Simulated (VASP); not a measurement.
A run of VASP 6.6.1 is set up as follows.

Contents of INCAR:

```
  PREC = Accurate
  ENCUT = 600
  EDIFF = 1E-6
  ISMEAR = 0
  SIGMA = 0.1
  LREAL = False
  LASPH = True
  NELM = 200
  ALGO = Normal
  ISIF = 2
  LWAVE = False
  LCHARG = True
  GGA = PE
  LELF = True
  LVHAR = True
  NBANDS = 20
  GGA_COMPAT = False
  LMAXMIX = 6
```

The input KPOINTS:

```
Automatic mesh
0
Gamma
  6 6 6
```

The input POSCAR:

```
ErBe3Pd
1.0
    4.2468401182      0.0000000000      0.0000000000
    0.0000000000      4.2468401182      0.0000000000
    0.0000000000      0.0000000000      4.2468401182
Er Be Pd
1 3 1
Direct
    0.0000000000      0.0000000000      0.0000000000
    0.0000000000      0.5000000000      0.5000000000
    0.5000000000      0.0000000000      0.5000000000
    0.5000000000      0.5000000000      0.0000000000
    0.5000000000      0.5000000000      0.5000000000
```

Potentials or basis: VASP PAW PBE potentials, release 64 (Er_3, Be, Pd), 4f in core.

The run is started by

```console
$ cat potpaw_PBE.64/Er_3/POTCAR potpaw_PBE.64/Be/POTCAR potpaw_PBE.64/Pd/POTCAR > POTCAR
$ mpirun -np 1 vasp_std > vasp.out
```

(1) What does it give for the pressure?

(2) Predict the band gap on the k mesh.

Results:

(1) 0.3 GPa.

(2) zero (an odd number of electrons rules out a gap without spin polarisation).

Caveat: spin-orbit coupling is left out, which moves the levels of the heavy elements; the 4f electrons are frozen in the core, so they carry no moment and show no levels.
